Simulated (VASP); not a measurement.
# MnWCl6 (Fm-3m) in VASP: a series of runs

Runs on MnWCl6. Level: PBE. Tasks: single point.

Program: VASP 6.6.1. These are calculated values, not measurements. Logs are shortened: lines on timing, memory, paths and dates and some standing lists are left out, and cuts for length are marked.

## (1) The cell of the first run

The structure is cubic, space group Fm-3m (No. 225). Conventional cell: a = 8.343 Å, b = 8.343 Å, c = 8.343 Å, α = 90.00°, β = 90.00°, γ = 90.00°. Mn (site symmetry m-3m) has 6 Cl at 2.09 Å within 2.8 Å. W (site symmetry m-3m) has 6 Cl at 2.09 Å within 2.8 Å. Within 2.8 Å of Cl (site symmetry 4mm) lie 1 Mn at 2.09 Å and 1 W at 2.09 Å.

## (2) Single point, PBE, collinear spin, ferromagnetic start

The input, INCAR:

```
SYSTEM = MnWCl6
ALGO = Normal
EDIFF = 1E-6
ENCUT = 520
GGA = PE
ISIF = 2
ISMEAR = 0
ISPIN = 2
LASPH = .True.
LCHARG = .True.
LELF = .True.
LMAXMIX = 4
LORBIT = 11
LREAL = .False.
LVHAR = .True.
LWAVE = .False.
MAGMOM = 4 0 0 0 0 0 0 0
NBANDS = 48
NELM = 150
PREC = Accurate
SIGMA = 0.1
```

The input, KPOINTS:

```
k-points
0
Gamma
  4 4 4
  0 0 0
```

The input, POSCAR:

```
MnWCl6
1.0
    0.0000000000      4.1715649300      4.1715649300
    4.1715649300      0.0000000000      4.1715649300
    4.1715649300      4.1715649300      0.0000000000
Mn W Cl
1 1 6
Direct
    0.0000000000      0.0000000000      0.0000000000
    0.5000000000      0.5000000000      0.5000000000
    0.7500000000      0.2500000000      0.2500000000
    0.2500000000      0.7500000000      0.7500000000
    0.2500000000      0.7500000000      0.2500000000
    0.7500000000      0.2500000000      0.7500000000
    0.2500000000      0.2500000000      0.7500000000
    0.7500000000      0.7500000000      0.2500000000
```

Potentials or basis: VASP PAW PBE potentials, release 64 (Mn_pv, W_sv, Cl).

Run with:

```console
$ cat potpaw_PBE.64/Mn_pv/POTCAR potpaw_PBE.64/W_sv/POTCAR potpaw_PBE.64/Cl/POTCAR > POTCAR
$ mpirun -np 1 vasp_std > vasp.out
```

OUTCAR:

```text
SYSTEM = MnWCl6
   EDIFF = 1E-6
   ENCUT = 520
   GGA = PE
   ISIF = 2
   ISMEAR = 0
   ISPIN = 2
   LASPH = .True.
   LORBIT = 11
   LREAL = .False.
   NELM = 150
   PREC = Accurate

 ion  position               nearest neighbor table
   1  0.000  0.000  0.000-   3 2.09   4 2.09   5 2.09   6 2.09   7 2.09   8 2.09
   2  0.500  0.500  0.500-   3 2.09   4 2.09   5 2.09   6 2.09   7 2.09   8 2.09
   3  0.750  0.250  0.250-   1 2.09   2 2.09
   4  0.250  0.750  0.750-   1 2.09   2 2.09
   5  0.250  0.750  0.250-   1 2.09   2 2.09
   6  0.750  0.250  0.750-   1 2.09   2 2.09
   7  0.250  0.250  0.750-   1 2.09   2 2.09
   8  0.750  0.750  0.250-   1 2.09   2 2.09

  LATTYP: Found a face centered cubic cell.
 ALAT       =     8.3431298600

  Lattice vectors:

 A1 = (   0.0000000000,   4.1715649300,   4.1715649300)
 A2 = (   4.1715649300,   0.0000000000,   4.1715649300)
 A3 = (   4.1715649300,   4.1715649300,   0.0000000000)

Analysis of symmetry for initial positions (statically):
=====================================================================
 Subroutine PRICEL returns:
 Original cell was already a primitive cell.

 Routine SETGRP: Setting up the symmetry group for a
 face centered cubic supercell.

 Subroutine GETGRP returns: Found 48 space group operations
 (whereof 48 operations were pure point group operations)
 out of a pool of 48 trial point group operations.

The static configuration has the point symmetry O_h .

Analysis of symmetry for dynamics (positions and initial velocities):
=====================================================================
 Subroutine PRICEL returns:
 Original cell was already a primitive cell.

 Routine SETGRP: Setting up the symmetry group for a
 face centered cubic supercell.

 Subroutine GETGRP returns: Found 48 space group operations
 (whereof 48 operations were pure point group operations)
 out of a pool of 48 trial point group operations.

The dynamic configuration has the point symmetry O_h .

Analysis of structural, dynamic, and magnetic symmetry:
=====================================================================
 Subroutine PRICEL returns:
 Original cell was already a primitive cell.

 Routine SETGRP: Setting up the symmetry group for a
 face centered cubic supercell.

 Subroutine GETGRP returns: Found 48 space group operations
 (whereof 48 operations were pure point group operations)
 out of a pool of 48 trial point group operations.

The overall configuration has the point symmetry O_h .

 Subroutine INISYM returns: Found 48 space group operations
 (whereof 48 operations are pure point group operations),
 and found     1 'primitive' translations

----------------------------------------------------------------------------------------

                                     Primitive cell

  volume of cell :     145.1868

  direct lattice vectors                    reciprocal lattice vectors
     0.000000000  4.171564930  4.171564930    -0.119859096  0.119859096  0.119859096
     4.171564930  0.000000000  4.171564930     0.119859096 -0.119859096  0.119859096
     4.171564930  4.171564930  0.000000000     0.119859096  0.119859096 -0.119859096

  length of vectors
     5.899483700  5.899483700  5.899483700     0.207602043  0.207602043  0.207602043

  position of ions in fractional coordinates (direct lattice)
     0.000000000  0.000000000  0.000000000
     0.500000000  0.500000000  0.500000000
     0.750000000  0.250000000  0.250000000
     0.250000000  0.750000000  0.750000000
     0.250000000  0.750000000  0.250000000
     0.750000000  0.250000000  0.750000000
     0.250000000  0.250000000  0.750000000
     0.750000000  0.750000000  0.250000000

  ion indices of the primitive-cell ions
   primitive index   ion index
                 1           1
                 2           2
                 3           3
                 4           4
[... 41 lines left out ...]
   k-points           NKPTS =      8   k-points in BZ     NKDIM =      8   number of bands    NBANDS=     48
   number of dos      NEDOS =    301   number of ions     NIONS =      8
   total plane-waves  NPLWV = 110592
   dimension x,y,z NGX =    48 NGY =   48 NGZ =   48
   dimension x,y,z NGXF=    96 NGYF=   96 NGZF=   96
   ions per type =               1   1   6
   NGX,Y,Z   is equivalent  to a cutoff of  13.53, 13.53, 13.53 a.u.
   NGXF,Y,Z  is equivalent  to a cutoff of  27.05, 27.05, 27.05 a.u.
 SYSTEM =  MnWCl6
   PREC   = accura    normal or accurate (medium, high low for compatibility)
   ISTART =      0    job   : 0-new  1-cont  2-samecut
   ICHARG =      2    charge: 1-file 2-atom 10-const
   ISPIN  =      2    spin polarized calculation?
   LNONCOLLINEAR =      F non collinear calculations
   LSORBIT =      F    spin-orbit coupling
   LASPH  =      T    aspherical Exc in radial PAW
   ENCUT  =  520.0 eV  38.22 Ry    6.18 a.u.  10.97 10.97 10.97*2*pi/ulx,y,z
   NELM   =    150;   NELMIN=  2; NELMDL= -5     # of ELM steps
   EDIFF  = 0.1E-05   stopping-criterion for ELM
   LREAL  =      F    real-space projection
   EDIFFG = 0.1E-04   stopping-criterion for IOM
   NSW    =      0    number of steps for IOM
   IBRION =     -1    ionic relax: 0-MD 1-quasi-New 2-CG
   NFREE  =      0    steps in history (QN), initial steepest desc. (CG)
   ISIF   =      2    stress and relaxation
   ISYM   =      2    0-nonsym 1-usesym 2-fastsym
   POTIM  = 0.5000    time-step for ionic-motion
   TEBEG  =    0.0;   TEEND  =   0.0 temperature during run
   PSTRESS=    0.0 pullay stress
   NELECT =      69.0000    total number of electrons
   NUPDOWN=      -1.0000    fix difference up-down
   EMIN   =  10.00;   EMAX   =-10.00  energy-range for DOS
   EFERMI =   0.00;   METHOD = LEGACY
   ISMEAR =     0;   SIGMA  =   0.10  broadening in eV -4-tet -1-fermi 0-gaus
   EFERMI_NEDOS =   21; number of points for ismear=-14 and -15
   IALGO  =     38    algorithm
   IMIX   =      4    mixing-type and parameters
     AMIX     =   0.40;   BMIX     =  1.00
     AMIX_MAG =   1.60;   BMIX_MAG =  1.00
  volume/ion in A,a.u.               =      18.15       122.47
  Fermi-wavevector in a.u.,A,eV,Ry     =   1.277563  2.414243 22.206969  1.632166
  Thomas-Fermi vector in A             =   2.410155
   LORBIT       =     11    0 simple, 1 ext, 2 COOP (PROOUT), +10 PAW based schemes
   GGA     = PE    functional components
   LHFCALC =     F    Hartree Fock is set to
   AEXX    =    0.0000 exact exchange contribution
   IVDW    =     0    specifies the selected vdW correction
   LEPSILON=     F    determine dielectric tensor
   LRPA    =     F    only Hartree local field effects (RPA)
 spin polarized calculation
 Gauss-broadening in eV      SIGMA  =   0.10
  energy-cutoff  :      520.00
  volume of cell :      145.19
 maximum number of plane-waves:      3928
 NGX is ok and might be reduce to    48
   NGX = 21   NGY = 21   NGZ = 21

 number of electron      69.0000020 magnetization      -0.0014043

 number of electron      69.0000020 magnetization       0.0004932

 Free energy of the ion-electron system (eV)
  ---------------------------------------------------
  ext. energy  EPLUGINS =         0.00000000
  ---------------------------------------------------
  free energy    TOTEN  =       -29.12607798 eV

  energy without entropy =      -29.11765582  energy(sigma->0) =      -29.12186690

 E-fermi :   6.6583     XC(G=0):  -9.8339

 val. band max:        6.6273605504   @ k =   0.5000   0.0000   0.0000
 cond. band min:       6.9436570331   @ k =  -0.2500   0.5000   0.2500
 fundamental gap:      0.3162964827
 Fermi energy:         6.6583146280

 spin component 1

 k-point     1 :       0.0000    0.0000    0.0000
  band No.  band energies     occupation
      1     -68.9449      1.00000
      2     -41.7450      1.00000
      3     -41.7450      1.00000
      4     -41.7449      1.00000
      5     -33.6287      1.00000
      6     -33.6287      1.00000
[... 381 lines left out ...]
     45      13.8779      0.00000
     46      14.0149      0.00000
 Fermi energy:         6.6583146280

 spin component 2

 k-point     1 :       0.0000    0.0000    0.0000
  band No.  band energies     occupation
      1     -68.9448      1.00000
      2     -41.7450      1.00000
      3     -41.7450      1.00000
      4     -41.7450      1.00000
      5     -33.6285      1.00000
      6     -33.6285      1.00000
[... 381 lines left out ...]
     45      13.8780      0.00000
     46      14.0150      0.00000
 [bands above 46 left out]

------------------------ aborting loop because EDIFF is reached ----------------------------------------

  FORCE on cell =-STRESS in cart. coord.  units (eV):
  Direction    XX          YY          ZZ          XY          YZ          ZX
  --------------------------------------------------------------------------------------
  -------------------------------------------------------------------------------------
  Total       45.6987479     45.6987479     45.6987479      0.0000000      0.0000000     -0.0000000
  in kB      504.2987187    504.2987187    504.2987187      0.0000000      0.0000000     -0.0000000
  external PRESSURE =     504.2987187 kB  Pullay stress =       0.0000000 kB

 VOLUME and BASIS-vectors are now :
 -----------------------------------------------------------------------------
  energy-cutoff  :      520.00
  volume of cell :      145.19
      direct lattice vectors                 reciprocal lattice vectors
     0.000000000  4.171564930  4.171564930    -0.119859096  0.119859096  0.119859096
     4.171564930  0.000000000  4.171564930     0.119859096 -0.119859096  0.119859096
     4.171564930  4.171564930  0.000000000     0.119859096  0.119859096 -0.119859096

 POSITION                                       TOTAL-FORCE (eV/Angst)
 -----------------------------------------------------------------------------------
      0.00000      0.00000      0.00000        -0.000000      0.000000      0.000000
      4.17156      4.17156      4.17156        -0.000000      0.000000     -0.000000
      2.08578      4.17156      4.17156        -3.955591      0.000000      0.000000
      6.25735      4.17156      4.17156         3.955591      0.000000      0.000000
      4.17156      2.08578      4.17156        -0.000000     -3.955591      0.000000
      4.17156      6.25735      4.17156        -0.000000      3.955591      0.000000
      4.17156      4.17156      2.08578        -0.000000      0.000000     -3.955591
      4.17156      4.17156      6.25735        -0.000000      0.000000      3.955591
 -----------------------------------------------------------------------------------
    total drift:                                0.000000     -0.000000     -0.000000

  FREE ENERGIE OF THE ION-ELECTRON SYSTEM (eV)
  ---------------------------------------------------
  free  energy   TOTEN  =       -29.1260779847 eV

  energy  without entropy=      -29.1176558155  energy(sigma->0) =      -29.12186690

 total charge

# of ion       s       p       d       tot
------------------------------------------
    1        0.332   6.435   5.579  12.345
    2        2.399   6.569   3.875  12.844
    3        1.611   3.674   0.000   5.285
    4        1.611   3.674   0.000   5.285
    5        1.611   3.674   0.000   5.285
    6        1.611   3.674   0.000   5.285
    7        1.611   3.674   0.000   5.285
    8        1.611   3.674   0.000   5.285
--------------------------------------------------
tot         12.394  35.050   9.454  56.898

 magnetization (x)

# of ion       s       p       d       tot
------------------------------------------
    1       -0.000  -0.000  -0.000  -0.000
    2        0.000   0.000   0.000   0.000
    3        0.000   0.000   0.000   0.000
    4        0.000   0.000   0.000   0.000
    5        0.000   0.000   0.000   0.000
    6        0.000   0.000   0.000   0.000
    7        0.000   0.000   0.000   0.000
    8        0.000   0.000   0.000   0.000
--------------------------------------------------
tot          0.000   0.000   0.000   0.000
```

Run time: 3.9 min. Hardware: 1 thread of AMD EPYC 7R43 (Zen 3), shared host; peak memory 0.4 GiB.

What came out:

* Free energy: -29.1261 eV
* Pressure: 50.4 GPa
* Net moment: 0.00 μB per cell
* Valence electrons inside the program's atomic spheres: Mn 12.35; W 12.84; Cl 5.29

Levels at points of the mesh, in eV from the Fermi level:
Spin up:
| k point | band 31 | band 32 | band 33 | band 34 | band 35 | band 36 | band 37 | band 38 | band 39 | band 40 |
| --- | --- | --- | --- | --- | --- | --- | --- | --- | --- | --- |
| (0.00, 0.00, 0.00) | -2.72 | -2.57 | -2.57 | -2.57 | -0.25 | -0.25 | 0.85 | 0.85 | 0.85 | 2.81 |
| (0.50, 0.00, 0.00) | -3.50 | -0.89 | -0.72 | -0.72 | -0.36 | -0.03 | -0.03 | 1.84 | 1.84 | 4.34 |
| (0.50, 0.50, 0.00) | -2.66 | -2.59 | -0.22 | -0.16 | -0.16 | 0.46 | 0.80 | 1.05 | 1.05 | 2.64 |
Spin down:
| k point | band 32 | band 33 | band 34 | band 35 | band 36 | band 37 | band 38 | band 39 |
| --- | --- | --- | --- | --- | --- | --- | --- | --- |
| (0.00, 0.00, 0.00) | -2.57 | -2.57 | -2.57 | -0.25 | -0.25 | 0.85 | 0.85 | 0.85 |
| (0.50, 0.00, 0.00) | -0.89 | -0.72 | -0.72 | -0.36 | -0.03 | -0.03 | 1.84 | 1.84 |
| (0.50, 0.50, 0.00) | -2.59 | -0.22 | -0.16 | -0.16 | 0.46 | 0.80 | 1.05 | 1.05 |

Caveat: the cell stands under pressure; spin-orbit coupling is left out, which moves the levels of the heavy elements; semilocal functionals often make such compounds metallic where correlation or magnetic order opens a gap, which also shifts bond lengths.

## (3) Single point, PBE, collinear spin, ferromagnetic start

This run uses another cell than the first one, of 28.97 Å³/atom.

The input, INCAR:

```
ALGO = Normal
EDIFF = 1E-6
ENCUT = 520
GGA = PE
ISIF = 2
ISMEAR = 0
ISPIN = 2
LASPH = True
LCHARG = False
LMAXMIX = 4
LORBIT = 11
LREAL = False
LWAVE = False
MAGMOM = 4 0 0 0 0 0 0 0
NBANDS = 48
NELM = 150
PREC = Accurate
SIGMA = 0.1
```

The input, KPOINTS:

```
k-points
0
Gamma
  4 4 4
```

The input, POSCAR:

```
MnWCl6
1.0
    0.0000000000      4.8751623943      4.8751623943
    4.8751623943      0.0000000000      4.8751623943
    4.8751623943      4.8751623943      0.0000000000
Mn W Cl
1 1 6
Direct
    0.0000000000      0.0000000000      0.0000000000
    0.5000000000      0.5000000000      0.5000000000
    0.7434829109      0.2565170891      0.2565170891
    0.2565170891      0.7434829109      0.7434829109
    0.2565170891      0.7434829109      0.2565170891
    0.7434829109      0.2565170891      0.7434829109
    0.2565170891      0.2565170891      0.7434829109
    0.7434829109      0.7434829109      0.2565170891
```

Potentials or basis: VASP PAW PBE potentials, release 64 (Mn_pv, W_sv, Cl).

Run with:

```console
$ cat potpaw_PBE.64/Mn_pv/POTCAR potpaw_PBE.64/W_sv/POTCAR potpaw_PBE.64/Cl/POTCAR > POTCAR
$ mpirun -np 1 vasp_std > vasp.out
```

Run time: 4.7 min. Hardware: 1 thread of AMD EPYC 7R43 (Zen 3), shared host; peak memory 0.53 GiB.

It converged, with:

```
Free energy                                           : -39.0059 eV
Pressure                                              : 0.1 GPa
Band gap on the k mesh                                : zero (filled and empty bands overlap)
Net moment                                            : 3.00 μB per cell
Site moments                                          : Mn +4.31; W -1.28; Cl +0.01 μB
Valence electrons inside the program's atomic spheres : Mn 11.26; W 11.71; Cl 5.13
```

Levels at points of the mesh, in eV from the Fermi level:
Spin up:
```tsv
k point	band 34	band 35	band 36	band 37	band 38	band 39
(0.00, 0.00, 0.00)	-2.00	-2.00	-2.00	0.81	0.81	0.81
(0.50, 0.00, 0.00)	-2.31	-1.26	-1.26	0.79	0.96	0.96
(0.50, 0.50, 0.00)	-2.01	-1.98	-1.98	0.81	1.26	1.27
```
Spin down:
| k point | band 32 | band 33 | band 34 | band 35 | band 36 | band 37 |
| --- | --- | --- | --- | --- | --- | --- |
| (0.00, 0.00, 0.00) | -0.68 | -0.68 | -0.68 | 0.96 | 0.96 | 1.53 |
| (0.50, 0.00, 0.00) | -0.20 | -0.04 | -0.04 | 1.21 | 1.27 | 1.27 |
| (0.50, 0.50, 0.00) | -0.67 | 0.28 | 0.28 | 0.96 | 1.19 | 1.39 |

Caveat: spin-orbit coupling is left out, which moves the levels of the heavy elements; a cell with one magnetic atom can't hold antiferromagnetic order, which such compounds often take; semilocal functionals often make such compounds metallic where correlation or magnetic order opens a gap, which also shifts bond lengths.
